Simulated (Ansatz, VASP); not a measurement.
# SnTe5: VASP beside Ansatz

```
Sn Te
1.0
     6.82378    0.00000    0.00000
    -3.41189    5.90957    0.00000
     0.00000    0.00000    4.56006
Sn Te
1 5
Cartesian
  0.0000 0.0000 2.2800
  4.5223 0.0000 0.0000
  1.1507 1.9931 0.0000
  -2.2612 3.9164 0.0000
  3.4119 1.9699 2.2800
  0.0000 3.9397 2.2800
```

Change from the starting cell: species swapped into the MgSn5 type (P-62m, No. 189).

Alike in both runs: functional PBE; k mesh 3 × 3 × 4; occupations gaussian, width 0.1 eV; no spin polarisation.

Ansatz relaxed the structure, and its values are those at the end. VASP's run is a single point on that final structure, the one shown.

|  | VASP | Ansatz |
| --- | --- | --- |
| version | VASP 6.6.1 | Ansatz 0.2.0 |
| potentials or method | VASP PAW PBE potentials, release 64 (Sn_d, Te), cutoff 520 eV | scalar-relativistic, plane waves, PAW |
| valence electrons in the cell | 44 | 94 |

|  | VASP | Ansatz | Ansatz less VASP |
| --- | --- | --- | --- |
| gap on the k mesh at the Fermi level (eV) | none | none | - |
| pressure (GPa) | 0.2 | 0.3 | +0.05 |
| rms of the force components (eV/Å) | 0.005 | 0.003 | -0.0018 |

A gap of «none» marks a metal or a gap that the smearing closes. VASP's potentials hold 44 valence electrons a cell and Ansatz's 94, so a difference there can come from the potentials and not from the codes.

Spin-orbit coupling is off throughout.
